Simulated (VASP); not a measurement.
A run of VASP 6.6.1:

Contents of INCAR:

```
ALGO = Normal
DIPOL = 0.5 0.5 0.500
EDIFF = 1E-7
EDIFFG = -0.01
ENCUT = 520
GGA = PE
IBRION = 2
IDIPOL = 3
ISIF = 2
ISMEAR = 0
IVDW = 12
LASPH = True
LCHARG = False
LDIPOL = True
LREAL = False
LWAVE = False
NELM = 60
NSW = 60
PREC = Accurate
SIGMA = 0.02
```

Contents of KPOINTS:

```
k-points
0
Gamma
  10 10 1
```

File POSCAR:

```
BN
1.0
    2.4585791265      0.0014082461      0.0000000000
    1.2280554777      2.1299044693      0.0000000000
    0.0000000000      0.0000000000     26.0000000000
B N
1 1
Direct
    0.4999824916      0.4999824916      0.5000000000
    0.8333175184      0.8333175184      0.5000000000
```

Potentials or basis: VASP PAW PBE potentials, release 64 (B, N).

Launch:

```sh
$ cat potpaw_PBE.64/B/POTCAR potpaw_PBE.64/N/POTCAR > POTCAR
$ mpirun -np 1 vasp_std > vasp.out
```

Hardware: 1 thread of Intel(R) Xeon(R) Platinum 8488C (Sapphire Rapids) (shared host).

Estimate the wall time of this run.

Run time: 28 s on 1 thread of Intel(R) Xeon(R) Platinum 8488C (Sapphire Rapids) (shared host), peak memory 0.24 GiB. Counts: scf iterations 22, k points 14, ion steps 1.
